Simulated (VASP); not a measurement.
CdTe, 2 atoms in the cell. It takes space group F-43m (No. 216, cubic). The conventional cell has a = 6.573 Å, b = 6.573 Å, c = 6.573 Å, α = 90.00°, β = 90.00°, γ = 90.00°. Within 3.8 Å of Cd (site symmetry -43m) lie 4 Te at 2.85 Å. Te (site symmetry -43m) has 4 Cd at 2.85 Å within 3.8 Å. 

- Program: VASP 6.6.1
- Task: single point
- Functional: HSE06
- Potentials or basis: VASP PAW PBE potentials, release 64 (Cd, Te)
- Cutoff: 520 eV
- k mesh: 4 × 4 × 4
- Occupations: gaussian, width 0.02 eV
- Spin: no spin polarisation
- Dipole correction: no
- Grid for exact exchange (PRECFOCK): Normal
- Further INCAR settings: ALGO = Normal; EDIFF = 1e-07; NBANDS = 16
- Screening parameter: 0.2079 1/Å

Potentials or basis: VASP PAW PBE potentials, release 64 (Cd, Te).

The run is started by

```bash
$ cat potpaw_PBE.64/Cd/POTCAR potpaw_PBE.64/Te/POTCAR > POTCAR
$ cp INCAR.step1 INCAR
$ mpirun -np 1 vasp_std > vasp.out
$ cp INCAR.step2 INCAR
$ mpirun -np 1 vasp_std > vasp.out
```

Hardware: 1 thread of Oxide Virtual Turin-like Processor, with other jobs on the host.

Problem. Estimate the wall time of this run.

Solution. Run time: 21 min on 1 thread of Oxide Virtual Turin-like Processor, on a shared host, peak memory 0.29 GiB. Counts: k points 8.
